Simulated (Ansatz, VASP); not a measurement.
SnO2 in VASP and in Ansatz

```
Sn O
1.0
     1.61677    0.93344    5.04940
    -1.61677    0.93344    5.04940
     0.00000   -1.86688    5.04940
Sn O
1 2
Direct
  0.50000 0.50000 0.50000
  0.23488 0.23488 0.23488
  0.76512 0.76512 0.76512
```

Alike in both runs: task single point; functional PBE; k mesh 12 × 12 × 12; occupations gaussian, width 0.05 eV; no spin polarisation.

```csv
,VASP,Ansatz
version,VASP 6.6.1,Ansatz 0.2.0
potentials or method,"VASP PAW PBE potentials, release 64 (Sn_d, O), cutoff 520 eV","scalar-relativistic, plane waves, PAW"
valence electrons in the cell,26,26
```

Ansatz gave:

* gap on the k mesh at the Fermi level (eV): 2.03
* least direct gap on the mesh (eV): 2.20
* pressure (GPa): -2.0
* traceless stress, the component that is largest in VASP (GPa): -0.46
* rms of the force components (eV/Å): 0.160

Question: Which values does VASP return?

Answer: gap on the k mesh at the Fermi level (eV): 2.01; least direct gap on the mesh (eV): 2.19; pressure (GPa): -1.5; traceless stress, the component that is largest in VASP (GPa): -0.79; rms of the force components (eV/Å): 0.134.

Atom by atom the forces differ by 0.026 eV/Å (rms over components).
